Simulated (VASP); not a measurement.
Input of a VASP 6.6.1 run:

File INCAR:

```
ALGO = Normal ; EDIFF = 1E-7
ENCUT = 520 ; GGA = PE
ISIF = 2 ; ISMEAR = 0
IVDW = 12 ; LASPH = True
LCHARG = False ; LREAL = Auto
LWAVE = False ; NBANDS = 128
NELM = 80 ; PREC = Accurate
SIGMA = 0.15
```

KPOINTS

```
k-points
0
Gamma
  3 3 1
```

The input POSCAR:

```
AlW12C12
1.0
    5.8016000000      0.0000000000      0.0000000000
    0.0000000000      5.6590000000      0.0000000000
    0.0000000000      0.0000000000     18.6991110000
W C Al
12 12 1
Direct
    0.0000000000      0.0000000000      0.0534785000
    0.2496603393      0.0012355218      0.1861101690
    0.4944092064     -0.0019585585      0.3226951820
    0.0000000000      0.5000000000      0.0534785000
    0.2519227790      0.5003460980      0.1862693923
    0.5045766554      0.4926209155      0.3221944224
    0.5000000000      0.0000000000      0.0534785000
    0.7500613594     -0.0014916400      0.1867996458
    0.9938422522      0.0063689887      0.3219263687
    0.5000000000      0.5000000000      0.0534785000
    0.7514897307      0.5001511341      0.1869526030
    1.0041421219      0.5035816901      0.3217464652
    0.5020240985      0.2492863074      0.1393005291
    0.2496319882      0.2508160365      0.2739512988
    0.5068259044      0.2231553158      0.4049375372
    0.5014702790      0.7504868509      0.1393765715
    0.2504086303      0.7521554033      0.2731149954
    0.3303993902      0.6849326026      0.3949474157
    0.9993747371      0.2503134673      0.1395003151
    0.7522516283      0.2462323428      0.2742832404
    0.9493729331      0.2882844710      0.4026658253
    1.0004298922      0.7495446824      0.1393059468
    0.7508089435      0.7480300345      0.2793824517
    1.1630223972      0.8275401872      0.4145825593
    0.2119674461      0.1553930116      0.4499297813
```

Potentials or basis: VASP PAW PBE potentials, release 64 (W_sv, C, Al).

Command:

```bash
$ cat potpaw_PBE.64/W_sv/POTCAR potpaw_PBE.64/C/POTCAR potpaw_PBE.64/Al/POTCAR > POTCAR
$ mpirun -np 1 vasp_std > vasp.out
```

Q: What does it give for the largest force?

A: 0.132 eV/Å.

Q: Predict the band gap on the k mesh.

A: Zero (an odd number of electrons rules out a gap without spin polarisation).

Q: Predict the dispersion energy per atom.

A: -0.323 eV.

Forces on the atoms (eV/Å):
```
W   -0.066  0.074 -0.079
W   -0.007  0.013 -0.006
W   -0.001 -0.025  0.007
W   -0.013 -0.100 -0.023
W    0.003  0.005  0.005
W   -0.003  0.032  0.012
W    0.033  0.090 -0.091
W    0.012 -0.005 -0.008
W    0.001 -0.034  0.032
W    0.045 -0.053 -0.026
W    0.003  0.007 -0.002
W    0.008  0.040 -0.018
C   -0.003 -0.003 -0.004
C   -0.010 -0.014 -0.002
C    0.031  0.029  0.070
C    0.006 -0.002 -0.002
C    0.002 -0.011  0.005
C    0.032 -0.030  0.005
C   -0.009  0.004 -0.006
C    0.005  0.000  0.015
C   -0.041 -0.021  0.068
C    0.004 -0.011 -0.008
C   -0.012  0.007  0.007
C   -0.033  0.015  0.059
Al   0.012 -0.007 -0.009
```

Caveat: the k points lie up to 0.37 Å⁻¹ apart, too coarse for converged energies and pressures of a metal; there is no dipole correction, which matters where the two faces differ; spin-orbit coupling is left out, which moves the levels of the heavy elements.
